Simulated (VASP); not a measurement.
Set up this calculation in VASP 6.6.1, as the native input.

| Item | Value |
| --- | --- |
| Task | single point |
| Functional | r2SCAN |
| Potentials or basis | VASP PAW PBE potentials, release 64 (Zn, O) |
| Cutoff | 520 eV |
| k mesh | 12 × 12 × 6 |
| Occupations | gaussian, width 0.01 eV |
| Spin | no spin polarisation |
| Dipole correction | no |
| Further INCAR settings | ALGO = Normal; EDIFF = 1e-06; NBANDS = 26 |

The system is ZnO.

```xyz
4
Lattice="3.2353 0.0000 0.0000 -1.6177 2.8019 0.0000 0.0000 0.0000 5.0546" Properties=species:S:1:pos:R:3 pbc="T T T"
Zn    0.0000    1.8679   -0.0338
Zn    1.6177    0.9340    2.4935
O     0.0000    1.8679    1.9293
O     1.6177    0.9340    4.4566
```

This cell differs from its parent crystal: uniaxial z strain -3.0%.

One way to write it, as run:

POSCAR

```
ZnO
1.0
    3.2353408669      0.0000000000      0.0000000000
   -1.6176704335      2.8018873806      0.0000000000
    0.0000000000      0.0000000000      5.0546232766
Zn O
2 2
Direct
    0.3333333333      0.6666666667     -0.0066953031
    0.6666666667      0.3333333333      0.4933046969
    0.3333333333      0.6666666667      0.3816953031
    0.6666666667      0.3333333333      0.8816953031
```

INCAR.step1

```
  PREC = Accurate
  ENCUT = 520
  ISMEAR = 0
  SIGMA = 0.01
  LREAL = False
  LASPH = True
  NELM = 100
  NBANDS = 26
  GGA = PE
  ALGO = Normal
  EDIFF = 1E-4
  LWAVE = True
  LCHARG = False
```

INCAR.step2

```
  PREC = Accurate
  ENCUT = 520
  EDIFF = 1E-6
  ISMEAR = 0
  SIGMA = 0.01
  LREAL = False
  LASPH = True
  NELM = 100
  ALGO = Normal
  ISIF = 2
  LWAVE = False
  LCHARG = False
  METAGGA = R2SCAN
  LMIXTAU = True
  NBANDS = 26
  ISTART = 1
```

KPOINTS

```
regular mesh
0
Gamma
  12 12 6
```

Potentials or basis: VASP PAW PBE potentials, release 64 (Zn, O).

The run is started by

```bash
$ cat potpaw_PBE.64/Zn/POTCAR potpaw_PBE.64/O/POTCAR > POTCAR
$ cp INCAR.step1 INCAR
$ mpirun -np 1 vasp_std > vasp.out
$ cp INCAR.step2 INCAR
$ mpirun -np 1 vasp_std > vasp.out
```

It gave:

```json
{"Pressure": "5.8 GPa", "Largest force": "0.012 eV/Å", "Band gap on the k mesh": "1.31 eV"}
```

Caveat: the cell differs from its parent crystal (uniaxial z strain -3.0%); the cell stands under pressure; the PAW data sets were made with another functional, which shifts forces and pressure a little.

Wall time 5.1 min on 1 thread of Intel Xeon 8259CL (shared host), peak memory 0.22 GiB.
